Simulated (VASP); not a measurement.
C:

```xyz
2
Lattice="0.0000 1.7593 1.7593 1.7593 0.0000 1.7593 1.7593 1.7593 0.0000" Properties=species:S:1:pos:R:3 pbc="T T T"
C     2.6389    2.6389    2.6389
C     1.7593    1.7593    1.7593
```

Base run:

* Program: VASP 6.6.1
* Functional: PBEsol
* Potentials or basis: VASP PAW PBE potentials, release 64 (C)
* Cutoff: 520 eV
* k mesh: 13 × 13 × 13
* Occupations: fermi-dirac, width 0.05 eV
* Spin: no spin polarisation

Its results: band gap on the k mesh 4.10 eV, indirect (least direct gap 5.65 eV); pressure 15.5 GPa.

Task: The run is repeated on the same cell with these changes: potentials or basis from VASP PAW PBE potentials, release 64 (C) to VASP PAW PBE potentials, release 64 (C_h); cutoff from 520 eV to 910 eV. What comes out?

Result: Band gap on the k mesh 4.11 eV, indirect (least direct gap 5.66 eV); pressure 14.2 GPa.

Caveats: the PAW data sets were made with another functional, which shifts forces and pressure a little; the cutoff is under 1.25 times the usual one of these potentials, so pressure, stress and relaxed cells hold a basis-set (Pulay) error (some runs).

A k mesh can miss the band edges.
